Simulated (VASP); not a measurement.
A run of VASP 6.6.1 is set up as follows.

Contents of INCAR:

```
PREC = Accurate ; ENCUT = 520
EDIFF = 1E-6 ; ISMEAR = -1
SIGMA = 0.01 ; LREAL = Auto
LASPH = True ; NELM = 60
ALGO = Normal ; ISIF = 2
LWAVE = False ; LCHARG = False
GGA = PE ; NBANDS = 126
```

The input KPOINTS:

```
Automatic mesh
0
Gamma
  3 3 2
```

The input POSCAR:

```
Zn11CdS12
1.0
    5.7340500000      3.3105553110      0.0000000000
   -5.7340500000      3.3105553110      0.0000000000
    0.0000000000      0.0000000000     12.5200000000
Cd Zn S
1 11 12
Direct
    0.0000000000      0.0000000000     -0.0004801637
    0.3333333333      0.6666666667      0.0013280092
    0.6666666667      0.3333333333      0.0013280092
    0.0000000000      0.0000000000      0.5009230085
    0.3333333333      0.6666666667      0.4995486577
    0.6666666667      0.3333333333      0.4995486577
    0.3367522436      0.3367522436      0.2528258341
    0.6632477564      0.0000000000      0.2528258341
    0.0000000000      0.6632477564      0.2528258341
    0.3363706338      1.0000000000      0.7469373233
    0.6636293662      0.6636293662      0.7469373233
    0.0000000000      0.3363706338      0.7469373233
    0.0000000000      0.0000000000      0.1991458677
    0.3333333333      0.6666666667      0.1879114701
    0.6666666667      0.3333333333      0.1879114701
    0.0000000000      0.0000000000      0.6882798134
    0.3333333333      0.6666666667      0.6847501001
    0.6666666667      0.3333333333      0.6847501001
    0.3337978479      0.3337978479      0.4391729368
    0.6662021521      0.0000000000      0.4391729368
    0.0000000000      0.6662021521      0.4391729368
    0.3545694072      1.0000000000      0.9327489056
    0.6454305928      0.6454305928      0.9327489056
    0.0000000000      0.3545694072      0.9327489056
```

Potentials or basis: VASP PAW PBE potentials, release 64 (Cd, Zn, S).

Launch:

```bash
$ cat potpaw_PBE.64/Cd/POTCAR potpaw_PBE.64/Zn/POTCAR potpaw_PBE.64/S/POTCAR > POTCAR
$ mpirun -np 1 vasp_std > vasp.out
```

(1) Predict the band gap on the k mesh.

(2) Estimate the pressure.

(3) Predict the largest force.

Answers

(1) 2.07 eV.

(2) 3.2 GPa.

(3) 0.030 eV/Å.
